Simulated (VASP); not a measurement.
# Na (I4/mmm) in VASP: a series of runs

Na is run at these levels: LDA; tasks: single point.

Everything below comes from runs of VASP 6.6.1. Logs are shortened: lines on timing, memory, paths and dates and some standing lists are left out, and cuts for length are marked.

## Step 1: The cell of the first run

The structure is tetragonal, space group I4/mmm (No. 139). Conventional cell: a = 3.536 Å, b = 3.536 Å, c = 5.084 Å, α = 90.00°, β = 90.00°, γ = 90.00°. Within 4.6 Å of Na (site symmetry 4/mmm) lie 12 Na at 3.54 to 3.57 Å.

## Step 2: Single point, LDA

Input file INCAR:

```
PREC = Accurate ; ENCUT = 520
EDIFF = 1E-7 ; ISMEAR = 0
SIGMA = 0.15 ; LREAL = F
LASPH = T ; NELM = 80
ALGO = Fast ; ISIF = 2
LWAVE = F ; LCHARG = F
GGA = CA ; NBANDS = 10
```

Input file KPOINTS:

```
regular mesh
0
Gamma
  18 18 18
```

Input file POSCAR:

```
Na
1.0
   -1.7680000000      1.7680000000      2.5420818476
    1.7680000000     -1.7680000000      2.5420818476
    1.7680000000      1.7680000000     -2.5420818476
Na
1
Direct
    0.0000000000      0.0000000000      0.0000000000
```

Potentials or basis: VASP PAW LDA potentials, release 64 (Na_pv).

Run with:

```console
$ cat potpaw_LDA.64/Na_pv/POTCAR > POTCAR
$ mpirun -np 1 vasp_std > vasp.out
```

OUTCAR:

```text
PREC = Accurate
   ENCUT = 520
   EDIFF = 1E-7
   ISMEAR = 0
   LREAL = F
   LASPH = T
   NELM = 80
   ISIF = 2
   GGA = CA

 ion  position               nearest neighbor table
   1  0.000  0.000  0.000-

  LATTYP: Found a body centered tetragonal cell.
 ALAT       =     3.5360000000
 C/A-ratio  =     1.4378290993

  Lattice vectors:

 A1 = (  -1.7680000000,   1.7680000000,   2.5420818476)
 A2 = (   1.7680000000,  -1.7680000000,   2.5420818476)
 A3 = (   1.7680000000,   1.7680000000,  -2.5420818476)

Analysis of symmetry for initial positions (statically):
=====================================================================
 Subroutine PRICEL returns:
 Original cell was already a primitive cell.

 Routine SETGRP: Setting up the symmetry group for a
 body centered tetragonal supercell.

 Subroutine GETGRP returns: Found 16 space group operations
 (whereof 16 operations were pure point group operations)
 out of a pool of 16 trial point group operations.

The static configuration has the point symmetry D_4h.

Analysis of symmetry for dynamics (positions and initial velocities):
=====================================================================
 Subroutine PRICEL returns:
 Original cell was already a primitive cell.

 Routine SETGRP: Setting up the symmetry group for a
 body centered tetragonal supercell.

 Subroutine GETGRP returns: Found 16 space group operations
 (whereof 16 operations were pure point group operations)
 out of a pool of 16 trial point group operations.

The dynamic configuration has the point symmetry D_4h.

 Subroutine INISYM returns: Found 16 space group operations
 (whereof 16 operations are pure point group operations),
 and found     1 'primitive' translations

----------------------------------------------------------------------------------------

                                     Primitive cell

  volume of cell :      31.7844

  direct lattice vectors                    reciprocal lattice vectors
    -1.768000000  1.768000000  2.542081848     0.000000000  0.282805430  0.196689182
     1.768000000 -1.768000000  2.542081848     0.282805430  0.000000000  0.196689182
     1.768000000  1.768000000 -2.542081848     0.282805430  0.282805430  0.000000000

  length of vectors
     3.565645540  3.565645540  3.565645540     0.344478658  0.344478658  0.399947274

  position of ions in fractional coordinates (direct lattice)
     0.000000000  0.000000000  0.000000000

  ion indices of the primitive-cell ions
   primitive index   ion index
                 1           1

[... 77 lines left out ...]
   ISIF   =      2    stress and relaxation
   ISYM   =      2    0-nonsym 1-usesym 2-fastsym
   POTIM  = 0.5000    time-step for ionic-motion
   TEBEG  =    0.0;   TEEND  =   0.0 temperature during run
   PSTRESS=    0.0 pullay stress
   NELECT =       7.0000    total number of electrons
   NUPDOWN=      -1.0000    fix difference up-down
   EMIN   =  10.00;   EMAX   =-10.00  energy-range for DOS
   EFERMI =   0.00;   METHOD = LEGACY
   ISMEAR =     0;   SIGMA  =   0.15  broadening in eV -4-tet -1-fermi 0-gaus
   EFERMI_NEDOS =   21; number of points for ismear=-14 and -15
   IALGO  =     68    algorithm
   IMIX   =      4    mixing-type and parameters
     AMIX     =   0.40;   BMIX     =  1.00
     AMIX_MAG =   1.60;   BMIX_MAG =  1.00
  volume/ion in A,a.u.               =      31.78       214.49
  Fermi-wavevector in a.u.,A,eV,Ry     =   0.988635  1.868250 13.298334  0.977400
  Thomas-Fermi vector in A             =   2.120176
   LORBIT       =      0    0 simple, 1 ext, 2 COOP (PROOUT), +10 PAW based schemes
   GGA     = CA    functional components
   LHFCALC =     F    Hartree Fock is set to
   AEXX    =    0.0000 exact exchange contribution
   IVDW    =     0    specifies the selected vdW correction
   LEPSILON=     F    determine dielectric tensor
   LRPA    =     F    only Hartree local field effects (RPA)
 non-spin polarized calculation
 RMM-DIIS sequential band-by-band and
 Gauss-broadening in eV      SIGMA  =   0.15
  energy-cutoff  :      520.00
  volume of cell :       31.78
 maximum number of plane-waves:       889
   NGX = 13   NGY = 13   NGZ = 13

 number of electron       7.0000002 magnetization

 Free energy of the ion-electron system (eV)
  ---------------------------------------------------
  ext. energy  EPLUGINS =         0.00000000
  ---------------------------------------------------
  free energy    TOTEN  =        -1.45521033 eV

  energy without entropy =       -1.45008449  energy(sigma->0) =       -1.45264741

 E-fermi :   0.6462     XC(G=0):  -7.1745

 val. band max:        0.6454183900   @ k =  -0.1111  -0.4444   0.0556
 cond. band min:       0.6509856525   @ k =   0.2778   0.2778   0.0000
 fundamental gap:      0.0055672625
 Fermi energy:         0.6462329759

 k-point     1 :       0.0000    0.0000    0.0000
  band No.  band energies     occupation
      1     -24.2057      2.00000
      2     -24.2056      2.00000
      3     -24.2056      2.00000
      4      -2.9984      2.00000
      5      12.5625      0.00000
      6      12.6327      0.00000
      7      12.6327      0.00000
      8      14.0130      0.00000
      9      14.6234      0.00000
     10      14.6252      0.00000
[... 287 lines left out ...]
 k-point    24 :      -0.2222    0.0556    0.0000
  band No.  band energies     occupation
      1     -24.2283      2.00000
      2     -24.2100      2.00000
      3     -24.2086      2.00000
      4      -2.1798      2.00000
      5       7.8171      0.00000
      6      11.2150      0.00000
      7      11.7752      0.00000
      8      14.0469      0.00000
      9      14.3484      0.00000
     10      15.7204      0.00000

 [... further k-points ...]

------------------------ aborting loop because EDIFF is reached ----------------------------------------

  FORCE on cell =-STRESS in cart. coord.  units (eV):
  Direction    XX          YY          ZZ          XY          YZ          ZX
  --------------------------------------------------------------------------------------
  -------------------------------------------------------------------------------------
  Total        0.0930070      0.0930070      0.0893008      0.0000000      0.0000000      0.0000000
  in kB        4.6882634      4.6882634      4.5014443      0.0000000      0.0000000      0.0000000
  external PRESSURE =       4.6259904 kB  Pullay stress =       0.0000000 kB

 VOLUME and BASIS-vectors are now :
 -----------------------------------------------------------------------------
  energy-cutoff  :      520.00
  volume of cell :       31.78
      direct lattice vectors                 reciprocal lattice vectors
    -1.768000000  1.768000000  2.542081848     0.000000000  0.282805430  0.196689182
     1.768000000 -1.768000000  2.542081848     0.282805430  0.000000000  0.196689182
     1.768000000  1.768000000 -2.542081848     0.282805430  0.282805430  0.000000000

 POSITION                                       TOTAL-FORCE (eV/Angst)
 -----------------------------------------------------------------------------------
      0.00000      0.00000      0.00000        -0.000000     -0.000000      0.000000
 -----------------------------------------------------------------------------------
    total drift:                               -0.000000     -0.000000     -0.000000

  FREE ENERGIE OF THE ION-ELECTRON SYSTEM (eV)
  ---------------------------------------------------
  free  energy   TOTEN  =        -1.4552103301 eV

  energy  without entropy=       -1.4500844936  energy(sigma->0) =       -1.45264741
```

OSZICAR:

```text
N       E                     dE             d eps       ncg     rms          rms(c)
DAV:   1     0.292816680129E+02    0.29282E+02   -0.38169E+03  9622   0.602E+02
DAV:   2    -0.835020486394E+00   -0.30117E+02   -0.29979E+02  9990   0.155E+02
DAV:   3    -0.145342700496E+01   -0.61841E+00   -0.61799E+00 11528   0.236E+01
DAV:   4    -0.145778106430E+01   -0.43541E-02   -0.43537E-02 11248   0.195E+00
DAV:   5    -0.145783407981E+01   -0.53016E-04   -0.53015E-04 11040   0.215E-01    0.215E-01
RMM:   6    -0.145619346505E+01    0.16406E-02   -0.37907E-04 12936   0.222E-01    0.138E-01
RMM:   7    -0.145521533526E+01    0.97813E-03   -0.50711E-04 13244   0.207E-01    0.222E-02
RMM:   8    -0.145520644890E+01    0.88864E-05   -0.15138E-04 13119   0.209E-01    0.331E-03
RMM:   9    -0.145520979523E+01   -0.33463E-05   -0.30885E-05 14737   0.618E-02    0.278E-03
RMM:  10    -0.145521030564E+01   -0.51041E-06   -0.70918E-06 13561   0.455E-02    0.193E-03
RMM:  11    -0.145521027385E+01    0.31792E-07   -0.19488E-06 14143   0.161E-02    0.225E-04
RMM:  12    -0.145521033008E+01   -0.56237E-07   -0.55026E-07  9806   0.103E-02
   1 F= -.14552103E+01 E0= -.14526474E+01  d E =-.512584E-02
```

Run time: 1.9 min. Hardware: 1 thread of Intel Xeon 6975P-C, shared host; peak memory 0.23 GiB.

What came out:

```
Free energy : -1.4552 eV
Pressure    : 0.5 GPa
```

## Step 3: Single point, LDA

This run uses another cell than the first one, of 33.06 Å³/atom, 1.040 times its volume.

Input file INCAR:

```
ALGO     = Fast           # electronic algorithm
EDIFF    = 1E-6           # SCF threshold, eV
ENCUT    = 520            # plane-wave cutoff, eV
ISIF     = 2              # what is computed and relaxed
ISMEAR   = 0              # smearing method
LASPH    = True           # aspherical terms in the spheres
LCHARG   = False          # write CHGCAR
LREAL    = False          # projectors in reciprocal space
LWAVE    = False          # write WAVECAR
NBANDS   = 10             # bands
NELM     = 60             # most SCF steps
PREC     = Accurate       # precision mode
SIGMA    = 0.15           # smearing width, eV
```

Input file KPOINTS:

```
k-points
0
Gamma
  18 18 18
```

Input file POSCAR:

```
Na
1.0
   -1.7680000000      1.7680000000      2.6437500000
    1.7680000000     -1.7680000000      2.6437500000
    1.7680000000      1.7680000000     -2.6437500000
Na
1
Direct
    0.0000000000      0.0000000000      0.0000000000
```

Potentials or basis: VASP PAW LDA potentials, release 64 (Na_pv).

Run with:

```console
$ cat potpaw_LDA.64/Na_pv/POTCAR > POTCAR
$ mpirun -np 1 vasp_std > vasp.out
```

OUTCAR:

```text
EDIFF = 1E-6
   ENCUT = 520
   ISIF = 2
   ISMEAR = 0
   LASPH = True
   LREAL = False
   NELM = 60
   PREC = Accurate

 ion  position               nearest neighbor table
   1  0.000  0.000  0.000-

  LATTYP: Found a body centered tetragonal cell.
 ALAT       =     3.5360000000
 C/A-ratio  =     1.4953337104

  Lattice vectors:

 A1 = (  -1.7680000000,   1.7680000000,   2.6437500000)
 A2 = (   1.7680000000,  -1.7680000000,   2.6437500000)
 A3 = (   1.7680000000,   1.7680000000,  -2.6437500000)

Analysis of symmetry for initial positions (statically):
=====================================================================
 Subroutine PRICEL returns:
 Original cell was already a primitive cell.

 Routine SETGRP: Setting up the symmetry group for a
 body centered tetragonal supercell.

 Subroutine GETGRP returns: Found 16 space group operations
 (whereof 16 operations were pure point group operations)
 out of a pool of 16 trial point group operations.

The static configuration has the point symmetry D_4h.

Analysis of symmetry for dynamics (positions and initial velocities):
=====================================================================
 Subroutine PRICEL returns:
 Original cell was already a primitive cell.

 Routine SETGRP: Setting up the symmetry group for a
 body centered tetragonal supercell.

 Subroutine GETGRP returns: Found 16 space group operations
 (whereof 16 operations were pure point group operations)
 out of a pool of 16 trial point group operations.

The dynamic configuration has the point symmetry D_4h.

 Subroutine INISYM returns: Found 16 space group operations
 (whereof 16 operations are pure point group operations),
 and found     1 'primitive' translations

----------------------------------------------------------------------------------------

                                     Primitive cell

  volume of cell :      33.0556

[... 111 lines left out ...]
   GGA     = CA    functional components
   LHFCALC =     F    Hartree Fock is set to
   AEXX    =    0.0000 exact exchange contribution
   IVDW    =     0    specifies the selected vdW correction
   LEPSILON=     F    determine dielectric tensor
   LRPA    =     F    only Hartree local field effects (RPA)
 non-spin polarized calculation
 RMM-DIIS sequential band-by-band and
 Gauss-broadening in eV      SIGMA  =   0.15
  energy-cutoff  :      520.00
  volume of cell :       33.06
 maximum number of plane-waves:       909
   NGX = 13   NGY = 13   NGZ = 13

 number of electron       6.9999995 magnetization

 Free energy of the ion-electron system (eV)
  ---------------------------------------------------
  ext. energy  EPLUGINS =         0.00000000
  ---------------------------------------------------
  free energy    TOTEN  =        -1.45696323 eV

  energy without entropy =       -1.45204847  energy(sigma->0) =       -1.45450585

 E-fermi :   0.5154     XC(G=0):  -7.0573

 val. band max:        0.4977840234   @ k =  -0.2778  -0.3333   0.0556
 cond. band min:       0.5182331989   @ k =  -0.3889  -0.3889   0.2778
 fundamental gap:      0.0204491755
 Fermi energy:         0.5153970940

 k-point     1 :       0.0000    0.0000    0.0000
  band No.  band energies     occupation
      1     -24.3556      2.00000
      2     -24.3554      2.00000
      3     -24.3554      2.00000
      4      -3.0348      2.00000
      5      12.1015      0.00000
      6      12.3377      0.00000
      7      12.3377      0.00000
      8      13.6274      0.00000
      9      14.1298      0.00000
     10      14.1382      0.00000
[... 287 lines left out ...]
 k-point    24 :      -0.2222    0.0556   -0.0000
  band No.  band energies     occupation
      1     -24.3757      2.00000
      2     -24.3596      2.00000
      3     -24.3577      2.00000
      4      -2.2299      2.00000
      5       7.5200      0.00000
      6      10.7233      0.00000
      7      11.4533      0.00000
      8      13.8078      0.00000
      9      13.9470      0.00000
     10      14.7594      0.00000

 [... further k-points ...]

------------------------ aborting loop because EDIFF is reached ----------------------------------------

  FORCE on cell =-STRESS in cart. coord.  units (eV):
  Direction    XX          YY          ZZ          XY          YZ          ZX
  --------------------------------------------------------------------------------------
  -------------------------------------------------------------------------------------
  Total       -0.0004999     -0.0004999     -0.0349694      0.0000000      0.0000000      0.0000000
  in kB       -0.0242274     -0.0242274     -1.6949392      0.0000000      0.0000000      0.0000000
  external PRESSURE =      -0.5811313 kB  Pullay stress =       0.0000000 kB

 VOLUME and BASIS-vectors are now :
 -----------------------------------------------------------------------------
  energy-cutoff  :      520.00
  volume of cell :       33.06
      direct lattice vectors                 reciprocal lattice vectors
    -1.768000000  1.768000000  2.643750000     0.000000000  0.282805430  0.189125296
     1.768000000 -1.768000000  2.643750000     0.282805430  0.000000000  0.189125296
     1.768000000  1.768000000 -2.643750000     0.282805430  0.282805430  0.000000000

 POSITION                                       TOTAL-FORCE (eV/Angst)
 -----------------------------------------------------------------------------------
      0.00000      0.00000      0.00000         0.000000      0.000000     -0.000000
 -----------------------------------------------------------------------------------
    total drift:                               -0.000000     -0.000000     -0.000000

  FREE ENERGIE OF THE ION-ELECTRON SYSTEM (eV)
  ---------------------------------------------------
  free  energy   TOTEN  =        -1.4569632309 eV

  energy  without entropy=       -1.4520484713  energy(sigma->0) =       -1.45450585
```

OSZICAR:

```text
N       E                     dE             d eps       ncg     rms          rms(c)
DAV:   1     0.294056701559E+02    0.29406E+02   -0.38035E+03  9622   0.594E+02
DAV:   2    -0.843521317434E+00   -0.30249E+02   -0.30096E+02  9940   0.153E+02
DAV:   3    -0.145468975914E+01   -0.61117E+00   -0.61067E+00 11508   0.234E+01
DAV:   4    -0.145922788072E+01   -0.45381E-02   -0.45377E-02 11352   0.200E+00
DAV:   5    -0.145928584425E+01   -0.57964E-04   -0.57963E-04 10940   0.224E-01    0.208E-01
RMM:   6    -0.145782599849E+01    0.14598E-02   -0.37556E-04 12952   0.221E-01    0.134E-01
RMM:   7    -0.145696784543E+01    0.85815E-03   -0.51452E-04 13263   0.208E-01    0.219E-02
RMM:   8    -0.145695934791E+01    0.84975E-05   -0.15190E-04 13038   0.209E-01    0.340E-03
RMM:   9    -0.145696272344E+01   -0.33755E-05   -0.30835E-05 14772   0.618E-02    0.276E-03
RMM:  10    -0.145696323092E+01   -0.50748E-06   -0.73557E-06 13315   0.463E-02
   1 F= -.14569632E+01 E0= -.14545059E+01  d E =-.491476E-02
```

It took 88 s on 1 thread of Intel Xeon 6975P-C, shared host; peak memory 0.23 GiB.

Results:

- Free energy: -1.4570 eV
- Pressure: -0.1 GPa

Levels at points of the mesh, in eV from the Fermi level:
```csv
k point,band 1,band 2,band 3,band 4,band 5,band 6,band 7,band 8
"(0.00, 0.00, 0.00)",-24.87,-24.87,-24.87,-3.55,11.59,11.82,11.82,13.11
"(0.50, 0.00, 0.00)",-24.93,-24.88,-24.88,0.58,1.02,10.27,11.13,11.18
"(0.50, 0.50, 0.00)",-24.92,-24.90,-24.89,2.09,2.64,6.45,7.42,7.47
"(0.50, 0.50, 0.50)",-24.92,-24.89,-24.89,1.49,2.07,6.94,8.09,8.09
```
